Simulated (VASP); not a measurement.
Wanted: the native input for a VASP 6.6.1 run.

* Task: single point
* Functional: PBE
* Potentials or basis: VASP PAW PBE potentials, release 64 (B, N)
* Cutoff: 520 eV
* k mesh: 12 × 12 × 12
* Occupations: gaussian, width 0.02 eV
* Spin: no spin polarisation
* Dipole correction: no
* Further INCAR settings: ALGO = Normal; EDIFF = 1e-07; NBANDS = 11

The structure of BN lies in POSCAR:

```
BN
1.0
    0.0000000000      1.8667202196      1.8667202196
    1.8667202196      0.0000000000      1.8667202196
    1.8667202196      1.8667202196      0.0000000000
B N
1 1
Direct
    0.0000000000      0.0000000000      0.0000000000
    0.7500000000      0.7500000000      0.7500000000
```

This cell differs from its parent crystal: strained.

These files were run (other wordings do the same):

INCAR

```
ALGO = Normal ; EDIFF = 1E-7
ENCUT = 520 ; GGA = PE
ISIF = 2 ; ISMEAR = 0
LASPH = T ; LCHARG = F
LREAL = F ; LWAVE = F
NBANDS = 11 ; NELM = 100
PREC = Accurate ; SIGMA = 0.02
```

KPOINTS

```
k-points
0
Gamma
  12 12 12
```

Potentials or basis: VASP PAW PBE potentials, release 64 (B, N).

Command:

```sh
$ cat potpaw_PBE.64/B/POTCAR potpaw_PBE.64/N/POTCAR > POTCAR
$ mpirun -np 1 vasp_std > vasp.out
```

Results of the run:

| Item | Value |
| --- | --- |
| Pressure | -28.0 GPa |
| Band gap on the k mesh | 4.35 eV, indirect (least direct gap 8.36 eV) |

Caveat: the cell differs from its parent crystal (strained).

Run time: 29 s on 1 thread of AMD EPYC 7R13, on a shared host, peak memory 0.09 GiB.
